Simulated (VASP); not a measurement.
Wanted: the native input for a VASP 6.6.1 run.

- Task: single point
- Functional: PBEsol
- Potentials or basis: VASP PAW PBE potentials, release 64 (Y_sv)
- Cutoff: 520 eV
- k mesh: 10 × 10 × 10
- Occupations: fermi-dirac, width 0.08 eV
- Spin: no spin polarisation
- Dipole correction: no
- Further INCAR settings: ALGO = Normal; EDIFF = 1e-07; NBANDS = 18

The structure of Y lies in POSCAR:

```
Y
1.0
    0.0000000000      2.5760011923      2.5760011923
    2.5760011923      0.0000000000      2.5760011923
    2.5760011923      2.5760011923      0.0000000000
Y
2
Direct
   -0.1250000000     -0.1250000000     -0.1250000000
    0.1250000000      0.1250000000      0.1250000000
```

This isn't the form of Y at room conditions, which is hcp.

These files were run (other wordings do the same):

INCAR

```
  PREC = Accurate
  ENCUT = 520
  EDIFF = 1E-7
  ISMEAR = -1
  SIGMA = 0.08
  LREAL = False
  LASPH = True
  NELM = 80
  ALGO = Normal
  ISIF = 2
  LWAVE = False
  LCHARG = False
  GGA = PS
  NBANDS = 18
```

KPOINTS

```
regular mesh
0
Gamma
  10 10 10
```

Potentials or basis: VASP PAW PBE potentials, release 64 (Y_sv).

The run is started by

```bash
$ cat potpaw_PBE.64/Y_sv/POTCAR > POTCAR
$ mpirun -np 1 vasp_std > vasp.out
```

It gave:

```yaml
Pressure: 80.5 GPa
Band_gap_on_the_k_mesh: zero (bands 11 and 12 overlap by 0.88 eV)
```

Caveat: the cell stands under pressure; the PAW data sets were made with another functional, which shifts forces and pressure a little.

Wall time 41 s on 1 thread of Intel(R) Xeon(R) Platinum 8259CL CPU @ 2.50GHz (Skylake/Cascade Lake), on a shared host, peak memory 0.18 GiB.
